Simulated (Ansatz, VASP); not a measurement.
One calculation of BN, two programs

```
CELL_PARAMETERS angstrom
2.57967 0.00000 0.00000
-1.28984 2.15498 0.00000
0.00000 0.00000 7.20975
ATOMIC_POSITIONS crystal
B 0.33333 0.66667 0.25000
B 0.66667 0.33333 0.75000
N 0.33333 0.66667 0.75000
N 0.66667 0.33333 0.25000
```

Change from the starting cell: normal strain along x +0.0367, normal strain along z +0.1100.

Alike in both runs: task relaxation of the atoms; functional LDA; k mesh 12 × 12 × 4; occupations gaussian, width 0.05 eV; no spin polarisation.

|  | VASP | Ansatz |
| --- | --- | --- |
| version | VASP 6.6.1 | Ansatz 0.2.0 |
| potentials or method | VASP PAW LDA potentials, release 64 (B, N), cutoff 520 eV | scalar-relativistic, plane waves, PAW |
| valence electrons in the cell | 16 | 16 |

VASP gave:

- gap on the k mesh at the Fermi level, each at its own relaxed structure (eV): 4.05

Q: Estimate Ansatz's values.

A: gap on the k mesh at the Fermi level, each at its own relaxed structure (eV): 4.11.

Ansatz warns that its potentials were made for another functional, while VASP's fit it. LDA's correlation is that of Perdew and Zunger in VASP and of Perdew and Wang (1992) in Ansatz. Ansatz's warnings: stress scf threshold loose.
